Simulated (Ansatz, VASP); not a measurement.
WSe2 in VASP and in Ansatz

File INCAR:

```
SYSTEM = WSe2
  PREC = Accurate
  ENCUT = 520
  EDIFF = 1E-8
  ISMEAR = -1
  SIGMA = 0.08
  LREAL = .False.
  LASPH = .True.
  NELM = 80
  ALGO = Normal
  ISIF = 2
  LWAVE = .False.
  LCHARG = .False.
  GGA = PE
  LEFG = .True.
  NBANDS = 35
```

File KPOINTS:

```
Automatic mesh
0
Gamma
  10 10 3
  0 0 0
```

File POSCAR:

```
WSe2
1.0
    3.2899984505      0.0000000000      0.0000000000
   -1.6449992252      2.8492222365      0.0000000000
    0.0000000000      0.0000000000     12.9700000000
W Se
2 4
Direct
    0.3333333333      0.6666666667      0.2500000000
    0.6666666667      0.3333333333      0.7500000000
    0.3333333333      0.6666666667      0.6210000000
    0.6666666667      0.3333333333      0.1210000000
    0.3333333333      0.6666666667      0.8790000000
    0.6666666667      0.3333333333      0.3790000000
```

Input for Ansatz:

```yaml
crystal:
  lattice:
    - [3.2899984505, 0.0, 0.0]
    - [-1.6449992252, 2.8492222365, 0.0]
    - [0.0, 0.0, 12.97]
  atoms:
    - { symbol: W, position: [0.3333333333, 0.6666666667, 0.25] }
    - { symbol: W, position: [0.6666666667, 0.3333333333, 0.75] }
    - { symbol: Se, position: [0.3333333333, 0.6666666667, 0.621] }
    - { symbol: Se, position: [0.6666666667, 0.3333333333, 0.121] }
    - { symbol: Se, position: [0.3333333333, 0.6666666667, 0.879] }
    - { symbol: Se, position: [0.6666666667, 0.3333333333, 0.379] }
kpoints:
  mp_grid: { grid: [10, 10, 3] }
  band_path:
    path:
      - [0.0, 0.0, 0.0]
      - [0.5, 0.0, 0.0]
      - [0.3333333333, 0.3333333333, 0.0]
      - [0.0, 0.0, 0.0]
      - [0.0, 0.0, 0.5]
      - [0.5, 0.0, 0.5]
      - [0.3333333333, 0.3333333333, 0.5]
      - [0.0, 0.0, 0.5]
      - [0.5, 0.0, 0.5]
    npoints: 8
scf:
  occupations: { method: fermi_dirac, width: 0.08 }
hamiltonian:
  xc: pbe
  pseudopotentials: { kind: paw }
output:
  forces: true
  stress: true
  eigenvalues: true
  efg: { contact_densities: true }
  populations: true
  bader: true
  dos: { projected: true, de: 0.2, e_range: [-14, 8] }
```

Alike in both runs: task electric field gradients; functional PBE; k mesh 10 × 10 × 3; occupations fermi-dirac, width 0.08 eV; no spin polarisation.

|  | VASP | Ansatz |
| --- | --- | --- |
| version | VASP 6.6.1 | Ansatz 0.2.0 |
| potentials or method | VASP PAW PBE potentials, release 64 (W_sv, Se) | PAW with Ansatz's default frozen-core files, scalar-relativistic |
| plane-wave cutoff (eV) | 520 | 420 |
| valence electrons in the cell | 52 | 92 |

Ansatz gave:

| Property | Result |
| --- | --- |
| pressure (GPa) | 3.7 |
| traceless stress, the component that is largest in VASP (GPa) | 0.65 |
| rms of the force components (eV/Å) | 0.080 |
| size of Vzz on the site where it differs most (V/Å²) | 170.4 |

Task: Estimate VASP's values.

Result: Pressure (GPa): 4.0; traceless stress, the component that is largest in VASP (GPa): 0.74; rms of the force components (eV/Å): 0.102; size of Vzz on the site where it differs most (V/Å²): 152.6.

Atom by atom the forces differ by 0.023 eV/Å (rms over components). VASP's potentials hold 52 valence electrons a cell and Ansatz's 92, so a difference there can come from the potentials and not from the codes.

Spin-orbit coupling is off throughout.
